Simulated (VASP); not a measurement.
Set up this calculation in VASP 6.6.1, as the native input.

```yaml
Task: single point
Functional: PBE
Potentials_or_basis: VASP PAW PBE potentials, release 64 (K_sv, Ta_sv_GW, O)
Cutoff: 700 eV
k_mesh: 8 × 8 × 8
Occupations: gaussian, width 0.05 eV
Spin: no spin polarisation
Dipole_correction: no
Further_INCAR_settings: ALGO = Normal; EDIFF = 1e-06; NBANDS = 28
```

The structure of KTaO3 lies in POSCAR:

```
KTaO3
1.0
    4.1874526027     -0.8374905205     -0.8374905205
   -0.8374905205      4.1874526027     -0.8374905205
   -0.8374905205     -0.8374905205      4.1874526027
K Ta O
1 1 3
Direct
    0.5000000000      0.5000000000      0.5000000000
    0.0000000000      0.0000000000      0.0000000000
    0.5000000000      0.0000000000      0.0000000000
    0.0000000000      0.5000000000      0.0000000000
    0.0000000000      0.0000000000      0.5000000000
```

This cell differs from its parent crystal: ratio of the length along [111] to the lengths across it x 0.5, volume and fractional coordinates fixed.

The input as run:

INCAR

```
SYSTEM = KTaO3
PREC = Accurate
ENCUT = 700
EDIFF = 1E-6
ISMEAR = 0
SIGMA = 0.05
LREAL = .False.
LASPH = .True.
NELM = 120
ALGO = Normal
ISIF = 2
LWAVE = .False.
LCHARG = .False.
GGA = PE
NBANDS = 28
GGA_COMPAT = .False.
```

KPOINTS

```
regular mesh
0
Gamma
  8 8 8
  0 0 0
```

Potentials or basis: VASP PAW PBE potentials, release 64 (K_sv, Ta_sv_GW, O).

Launch:

```sh
$ cat potpaw_PBE.64/K_sv/POTCAR potpaw_PBE.64/Ta_sv_GW/POTCAR potpaw_PBE.64/O/POTCAR > POTCAR
$ mpirun -np 1 vasp_std > vasp.out
```

It gave:

```json
{"Pressure": "10.9 GPa", "Band gap on the k mesh": "zero (bands 20 and 21 overlap by 0.91 eV)"}
```

Caveat: the cell stands under pressure; spin-orbit coupling is left out, which moves the levels of the heavy elements.

Run time: 120 s on 1 thread of AMD EPYC 9R45 96-Core Processor (Zen 5) (shared host), peak memory 0.34 GiB.
